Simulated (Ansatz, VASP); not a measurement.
**Two plane-wave programs on NbCu**

```
Nb Cu
1.0
     0.00000    2.56221    2.56221
     2.56221    0.00000    2.56221
     2.56221    2.56221    0.00000
Nb Cu
1 1
Cartesian
  0.0000 0.0000 0.0000
  2.5622 2.5622 2.5622
```

Alike in both runs: task relaxation of cell and atoms; functional LDA; k mesh 9 × 9 × 9; occupations fermi-dirac, width 0.05 eV; no spin polarisation.

```csv
,VASP,Ansatz
version,VASP 6.6.1,Ansatz 0.2.0
potentials or method,"VASP PAW LDA potentials, release 64 (Nb_sv, Cu)",Ansatz PAW
plane-wave cutoff (eV),600,420
valence electrons in the cell,24,32
```

```csv
,VASP,Ansatz,Ansatz less VASP
"gap on the k mesh at the Fermi level, each at its own relaxed structure (eV)",none,none,-
relaxed volume (Å³/atom),15.78,15.76,-0.019
relaxed cell length with the largest relative difference (Å),3.547,3.546,-0.0014
```

LDA's correlation is that of Perdew and Zunger in VASP and of Perdew and Wang (1992) in Ansatz. A gap of «none» marks a metal or a gap that the smearing closes. VASP's potentials hold 24 valence electrons a cell and Ansatz's 32, so a difference there can come from the potentials and not from the codes.

Noted on Ansatz's run: the plane-wave basis is chosen anew once the cell has moved, so the energies of steps on either side of that aren't comparable.
